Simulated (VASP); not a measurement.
Runs of VASP 6.6.1 on CsCl. The structure is that of space group Pm-3m (No. 221), or close to it. The cells are those of the table. 

| level | cell | cutoff (eV) | gap on the mesh (eV) | pressure (GPa) |
| --- | --- | --- | --- | --- |
| PBE | a = 4.288 Å, 2 atoms | 500 | (a) | -0.7 |
| PBE | a = 4.119 Å, 2 atoms | 500 | 5.27 | 1.1 |
| r2SCAN | a = 4.141 Å, 2 atoms | 550 | 5.91 | (b) |
| PBE | a = 4.141 Å, 2 atoms | 500 | 5.20 | (c) |

Alike in all rows: task single point; potentials or basis VASP PAW PBE potentials, release 64 (Cs_sv, Cl); no spin polarisation; k mesh 6 × 6 × 6; smearing gaussian 0.01 eV.

**Question.** Fill in the values left out.

**Answer.** (a) 4.76; (b) 0.0; (c) 0.8.

Caveats: spin-orbit coupling is left out, which moves the levels of the heavy elements; the PAW data sets were made with another functional, which shifts forces and pressure a little (some runs).

A k mesh can miss the band edges, and the runs leave out spin-orbit coupling on Cs.
